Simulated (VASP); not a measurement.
# Sb (Pm-3m) in VASP: a series of runs

Sb is run at these levels: LDA, PBE; tasks: electric field gradients, single point.

Program: VASP 6.6.1. These are calculated values, not measurements. Logs are shortened: lines on timing, memory, paths and dates and some standing lists are left out, and cuts for length are marked.

**1. The cell of the first run**

It takes space group Pm-3m (No. 221, cubic). Conventional cell: a = 3.202 Å, b = 3.202 Å, c = 3.202 Å, α = 90.00°, β = 90.00°, γ = 90.00°. Sb (site symmetry m-3m) has 6 Sb at 3.20 Å within 4.2 Å.

This isn't the form of Sb at room conditions, which is rhombohedral.

**2. Electric field gradients, LDA (32.82 Å³/atom)**

Input file INCAR:

```
PREC = Accurate
ENCUT = 520
EDIFF = 1E-8
ISMEAR = -1
SIGMA = 0.05
LREAL = F
LASPH = T
NELM = 80
ALGO = Normal
ISIF = 2
LWAVE = F
LCHARG = F
LEFG = T
NBANDS = 8
```

Input file KPOINTS:

```
regular mesh
0
Gamma
  13 13 13
```

Input file POSCAR:

```
Sb
1.0
    3.2015837161      0.0000000000      0.0000000000
    0.0000000000      3.2015837161      0.0000000000
    0.0000000000      0.0000000000      3.2015837161
Sb
1
Direct
    0.0000000000      0.0000000000      0.0000000000
```

Potentials or basis: VASP PAW LDA potentials, release 64 (Sb).

Command:

```console
$ cat potpaw_LDA.64/Sb/POTCAR > POTCAR
$ mpirun -np 1 vasp_std > vasp.out
```

OUTCAR:

```text
PREC = Accurate
   ENCUT = 520
   EDIFF = 1E-8
   ISMEAR = -1
   LREAL = F
   LASPH = T
   NELM = 80
   ISIF = 2

 ion  position               nearest neighbor table
   1  0.000  0.000  0.000-

  LATTYP: Found a simple cubic cell.
 ALAT       =     3.2015837161

  Lattice vectors:

 A1 = (   3.2015837161,   0.0000000000,   0.0000000000)
 A2 = (   0.0000000000,   3.2015837161,   0.0000000000)
 A3 = (   0.0000000000,   0.0000000000,   3.2015837161)

Analysis of symmetry for initial positions (statically):
=====================================================================
 Subroutine PRICEL returns:
 Original cell was already a primitive cell.

 Routine SETGRP: Setting up the symmetry group for a
 simple cubic supercell.

 Subroutine GETGRP returns: Found 48 space group operations
 (whereof 48 operations were pure point group operations)
 out of a pool of 48 trial point group operations.

The static configuration has the point symmetry O_h .

Analysis of symmetry for dynamics (positions and initial velocities):
=====================================================================
 Subroutine PRICEL returns:
 Original cell was already a primitive cell.

 Routine SETGRP: Setting up the symmetry group for a
 simple cubic supercell.

 Subroutine GETGRP returns: Found 48 space group operations
 (whereof 48 operations were pure point group operations)
 out of a pool of 48 trial point group operations.

The dynamic configuration has the point symmetry O_h .

 Subroutine INISYM returns: Found 48 space group operations
 (whereof 48 operations are pure point group operations),
 and found     1 'primitive' translations

----------------------------------------------------------------------------------------

                                     Primitive cell

  volume of cell :      32.8167

  direct lattice vectors                    reciprocal lattice vectors
     3.201583716  0.000000000  0.000000000     0.312345417  0.000000000  0.000000000
     0.000000000  3.201583716  0.000000000     0.000000000  0.312345417  0.000000000
     0.000000000  0.000000000  3.201583716     0.000000000  0.000000000  0.312345417

  length of vectors
     3.201583716  3.201583716  3.201583716     0.312345417  0.312345417  0.312345417

  position of ions in fractional coordinates (direct lattice)
     0.000000000  0.000000000  0.000000000

  ion indices of the primitive-cell ions
   primitive index   ion index
                 1           1

----------------------------------------------------------------------------------------

 KPOINTS: regular mesh

Automatic generation of k-mesh.
 Grid dimensions read from file:
 generate k-points for:   13   13   13

 Generating k-lattice:

  Cartesian coordinates                     Fractional coordinates (reciprocal lattice)
     0.024026571  0.000000000  0.000000000     0.076923077  0.000000000  0.000000000
     0.000000000  0.024026571  0.000000000     0.000000000  0.076923077  0.000000000
     0.000000000  0.000000000  0.024026571     0.000000000  0.000000000  0.076923077

  Length of vectors
     0.024026571  0.024026571  0.024026571

  Shift w.r.t. Gamma in fractional coordinates (k-lattice)
     0.000000000  0.000000000  0.000000000

 Subroutine IBZKPT returns following result:
 ===========================================

 Found     84 irreducible k-points:

 Following reciprocal coordinates:
            Coordinates               Weight
  0.000000  0.000000  0.000000      1.000000
  0.076923  0.000000  0.000000      6.000000
  0.153846  0.000000  0.000000      6.000000
  0.230769  0.000000  0.000000      6.000000
  0.307692  0.000000  0.000000      6.000000
  0.384615  0.000000  0.000000      6.000000
[... 16 lines left out ...]
  0.307692  0.307692  0.000000     12.000000
  0.384615  0.307692  0.000000     24.000000
 [... further k-points ...]
   k-points           NKPTS =     84   k-points in BZ     NKDIM =     84   number of bands    NBANDS=      8
   number of dos      NEDOS =    301   number of ions     NIONS =      1
   total plane-waves  NPLWV =  13824
   dimension x,y,z NGX =    24 NGY =   24 NGZ =   24
   dimension x,y,z NGXF=    48 NGYF=   48 NGZF=   48
   ions per type =               1
   NGX,Y,Z   is equivalent  to a cutoff of  12.46, 12.46, 12.46 a.u.
   NGXF,Y,Z  is equivalent  to a cutoff of  24.92, 24.92, 24.92 a.u.
 SYSTEM =  unknown system
   PREC   = accura    normal or accurate (medium, high low for compatibility)
   ISTART =      0    job   : 0-new  1-cont  2-samecut
   ICHARG =      2    charge: 1-file 2-atom 10-const
   ISPIN  =      1    spin polarized calculation?
   LNONCOLLINEAR =      F non collinear calculations
   LSORBIT =      F    spin-orbit coupling
   LASPH  =      T    aspherical Exc in radial PAW
   ENCUT  =  520.0 eV  38.22 Ry    6.18 a.u.   5.95  5.95  5.95*2*pi/ulx,y,z
   NELM   =     80;   NELMIN=  2; NELMDL= -5     # of ELM steps
   EDIFF  = 0.1E-07   stopping-criterion for ELM
   LREAL  =      F    real-space projection
   EDIFFG = 0.1E-06   stopping-criterion for IOM
   NSW    =      0    number of steps for IOM
   IBRION =     -1    ionic relax: 0-MD 1-quasi-New 2-CG
   NFREE  =      0    steps in history (QN), initial steepest desc. (CG)
   ISIF   =      2    stress and relaxation
   ISYM   =      2    0-nonsym 1-usesym 2-fastsym
   POTIM  = 0.5000    time-step for ionic-motion
   TEBEG  =    0.0;   TEEND  =   0.0 temperature during run
   PSTRESS=    0.0 pullay stress
   NELECT =       5.0000    total number of electrons
   NUPDOWN=      -1.0000    fix difference up-down
   EMIN   =  10.00;   EMAX   =-10.00  energy-range for DOS
   EFERMI =   0.00;   METHOD = LEGACY
   ISMEAR =    -1;   SIGMA  =   0.05  broadening in eV -4-tet -1-fermi 0-gaus
   EFERMI_NEDOS =   21; number of points for ismear=-14 and -15
   IALGO  =     38    algorithm
   IMIX   =      4    mixing-type and parameters
     AMIX     =   0.40;   BMIX     =  1.00
     AMIX_MAG =   1.60;   BMIX_MAG =  1.00
  volume/ion in A,a.u.               =      32.82       221.46
  Fermi-wavevector in a.u.,A,eV,Ry     =   0.874380  1.652338 10.402192  0.764540
  Thomas-Fermi vector in A             =   1.993902
   LORBIT       =      0    0 simple, 1 ext, 2 COOP (PROOUT), +10 PAW based schemes
   GGA     = CA    functional components
   LHFCALC =     F    Hartree Fock is set to
   AEXX    =    0.0000 exact exchange contribution
   IVDW    =     0    specifies the selected vdW correction
   LEPSILON=     F    determine dielectric tensor
   LRPA    =     F    only Hartree local field effects (RPA)
 non-spin polarized calculation
  energy-cutoff  :      520.00
  volume of cell :       32.82
 maximum number of plane-waves:       906
 NGX is ok and might be reduce to    24
   NGX = 11   NGY = 11   NGZ = 11

 number of electron       5.0000001 magnetization

 Free energy of the ion-electron system (eV)
  ---------------------------------------------------
  ext. energy  EPLUGINS =         0.00000000
  ---------------------------------------------------
  free energy    TOTEN  =        -4.68713317 eV

  energy without entropy =       -4.68404536  energy(sigma->0) =       -4.68558927

 E-fermi :   5.8661     XC(G=0):  -9.4115

 val. band max:        5.8288780596   @ k =   0.3846   0.3077   0.3077
 cond. band min:       5.8753334704   @ k =   0.3077   0.2308   0.1538
 fundamental gap:      0.0464554109
 Fermi energy:         5.8661207771

 k-point     1 :       0.0000    0.0000    0.0000
  band No.  band energies     occupation
      1      -5.8813      2.00000
      2       8.8163      0.00000
      3       8.8163      0.00000
      4       8.8163      0.00000
      5      12.6521      0.00000
      6      12.6521      0.00000
      7      13.4500      0.00000
      8      21.9056      0.00000

 k-point     2 :       0.0769    0.0000    0.0000
  band No.  band energies     occupation
      1      -5.8043      2.00000
      2       7.8856      0.00000
      3       8.8898      0.00000
      4       8.8898      0.00000
      5      12.7150      0.00000
      6      13.1026      0.00000
      7      14.1071      0.00000
      8      21.3849      0.00000

 k-point     3 :       0.1538    0.0000    0.0000
  band No.  band energies     occupation
      1      -5.5768      2.00000
      2       6.2002      0.00251
      3       9.1030      0.00000
      4       9.1030      0.00000
      5      12.9020      0.00000
      6      13.4203      0.00000
      7      15.9857      0.00000
      8      20.3378      0.00000
[... 210 lines left out ...]
 k-point    23 :       0.3077    0.3077    0.0000
  band No.  band energies     occupation
      1      -3.5870      2.00000
      2       3.9152      2.00000
      3       4.1823      2.00000
      4      10.8478      0.00000
      5      11.8545      0.00000
      6      15.1359      0.00000
      7      18.8638      0.00000
      8      19.0485      0.00000

 k-point    24 :       0.3846    0.3077    0.0000
  band No.  band energies     occupation
      1      -3.0745      2.00000
      2       2.8029      2.00000
      3       4.5039      2.00000
      4      10.8057      0.00000
      5      11.2325      0.00000
      6      15.6886      0.00000
      7      18.1611      0.00000
      8      18.8262      0.00000

 [... further k-points ...]
[... 5 lines left out ...]
  --------------------------------------------------------------------------------------
  -------------------------------------------------------------------------------------
  Total       -1.4708722     -1.4708722     -1.4708722     -0.0000000      0.0000000      0.0000000
  in kB      -71.8109927    -71.8109927    -71.8109927     -0.0000000      0.0000000      0.0000000
  external PRESSURE =     -71.8109927 kB  Pullay stress =       0.0000000 kB

 VOLUME and BASIS-vectors are now :
 -----------------------------------------------------------------------------
  energy-cutoff  :      520.00
  volume of cell :       32.82
      direct lattice vectors                 reciprocal lattice vectors
     3.201583716  0.000000000  0.000000000     0.312345417  0.000000000  0.000000000
     0.000000000  3.201583716  0.000000000     0.000000000  0.312345417  0.000000000
     0.000000000  0.000000000  3.201583716     0.000000000  0.000000000  0.312345417

 POSITION                                       TOTAL-FORCE (eV/Angst)
 -----------------------------------------------------------------------------------
      0.00000      0.00000      0.00000         0.000000      0.000000      0.000000
 -----------------------------------------------------------------------------------
    total drift:                               -0.000000      0.000000      0.000000

  FREE ENERGIE OF THE ION-ELECTRON SYSTEM (eV)
  ---------------------------------------------------
  free  energy   TOTEN  =        -4.6871331726 eV

  energy  without entropy=       -4.6840453614  energy(sigma->0) =       -4.68558927

 Electric field gradients (V/A^2)
---------------------------------------------------------------------
 ion       V_xx      V_yy      V_zz      V_xy      V_xz      V_yz
---------------------------------------------------------------------
   1       0.000     0.000     0.000     0.000     0.000     0.000
---------------------------------------------------------------------

 Electric field gradients after diagonalization (V/A^2)
 (convention: |V_zz| > |V_xx| > |V_yy|)
----------------------------------------------------------------------
 ion       V_xx      V_yy      V_zz     asymmetry (V_yy - V_xx)/ V_zz
----------------------------------------------------------------------
   1       0.000     0.000     0.000      -0.191
----------------------------------------------------------------------

           NMR quadrupolar parameters

 Cq : quadrupolar parameter    Cq=e*Q*V_zz/h
 eta: asymmetry parameters     (V_yy - V_xx)/ V_zz
 Q  : nuclear electric quadrupole moment in mb (millibarn)
----------------------------------------------------------------------
 ion       Cq(MHz)       eta       Q (mb)
----------------------------------------------------------------------
   1       0.000      -0.191       1.000
----------------------------------------------------------------------
```

Wall time 4 s (1 thread of Intel Xeon 6975P-C (Granite Rapids), shared host); peak memory 0.13 GiB.

Results:

```yaml
Free_energy: -4.6871 eV
Pressure: -7.2 GPa
Band_gap_on_the_k_mesh: zero (an odd number of electrons rules out a gap without spin polarisation)
Largest_electric_field_gradient_by_atom: under 0.05 V/Å² on every atom
```

Levels at points of the mesh, in eV from the Fermi level:
```csv
k point,band 1,band 2,band 3,band 4,band 5,band 6
"(0.00, 0.00, 0.00)",-11.75,2.95,2.95,2.95,6.79,6.79
```

Caveat: the cell stands under tension; spin-orbit coupling is left out, which moves the levels of the heavy elements.

(Continued in part 2 of 3.)

The gap in the log of VASP goes by the Fermi energy; the results here count the filled bands.